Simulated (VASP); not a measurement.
Here is a VASP 6.6.1 calculation.

The input INCAR:

```
  PREC = Accurate
  ENCUT = 520
  EDIFF = 1E-6
  ISMEAR = 0
  SIGMA = 0.05
  LREAL = False
  LASPH = True
  NELM = 60
  ALGO = Normal
  ISIF = 2
  LWAVE = False
  LCHARG = False
  LDIPOL = True
  IDIPOL = 3
  DIPOL = 0.5 0.5 0.416
  GGA = PE
  IVDW = 12
  NBANDS = 31
```

File KPOINTS:

```
Automatic mesh
0
Gamma
  9 9 1
```

File POSCAR:

```
PtS2
1.0
    3.5415278079      0.0000000000      0.0000000000
   -1.7707639039      3.0670530498      0.0000000000
    0.0000000000      0.0000000000     22.4670615492
S Pt
4 2
Direct
    0.6666666667      0.3333333333      0.2002932155
    0.3333333333      0.6666666667      0.3108341854
    0.8333333333      0.6666666667      0.5218097057
    0.5000000000      1.0000000000      0.6323506756
    0.0000000000      0.0000000000      0.2555637004
    0.1666666667      0.3333333333      0.5770801906
```

Potentials or basis: VASP PAW PBE potentials, release 64 (S, Pt).

The run is started by

```console
$ cat potpaw_PBE.64/S/POTCAR potpaw_PBE.64/Pt/POTCAR > POTCAR
$ mpirun -np 1 vasp_std > vasp.out
```

(1) What does it give for the dispersion energy per atom?

(2) Estimate the largest force.

Results:

(1) -0.292 eV.

(2) 0.043 eV/Å.

Caveat: the cell differs from its parent crystal (layers slid over each other).
